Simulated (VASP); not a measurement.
The system is Li.

```
CELL_PARAMETERS angstrom
-1.44538 1.44538 1.35136
1.44538 -1.44538 1.35136
1.44538 1.44538 -1.35136
ATOMIC_POSITIONS crystal
Li 0.00000 0.00000 0.00000
```

```yaml
Program: VASP 6.6.1
Task: relaxation of cell and atoms
Functional: PBE
Potentials_or_basis: VASP PAW PBE potentials, release 64 (Li_sv)
Cutoff: 600 eV
k_mesh: 10 × 10 × 10
Occupations: gaussian, width 0.1 eV
Spin: no spin polarisation
```

At the start: pressure 21.3 GPa; volume 11.29 Å³/atom.

Question: How do energy, volume and symmetry change on relaxing?

Answer: Over 4 steps the energy falls by 354.3 meV/atom and the volume is 18.05 Å³/atom (+59.8 %); space group I4/mmm (No. 139, to 0.05 Å).

The path:
| step | energy change (eV) | largest force (eV/Å) | pressure (GPa) | volume (Å³) |
| --- | --- | --- | --- | --- |
| 1 | 0.0000 | 0.0000 | 21.33 | 11.29 |
| 2 | -0.2439 | 0.0000 | 9.55 | 13.93 |
| 3 | -0.3537 | 0.0000 | 0.57 | 17.72 |
| 4 | -0.3543 | 0.0000 | -0.01 | 18.05 |

Final structure:
```
Li
1.0
    -1.69360    1.69360    1.57332
     1.69360   -1.69360    1.57332
     1.69360    1.69360   -1.57332
Li
1
Cartesian
  0.0000 0.0000 0.0000
```

Caveat: the cutoff is under 1.25 times the usual one of these potentials, so pressure, stress and relaxed cells hold a basis-set (Pulay) error; the volume moved by over 15 % at a fixed basis, so the end points are rough.
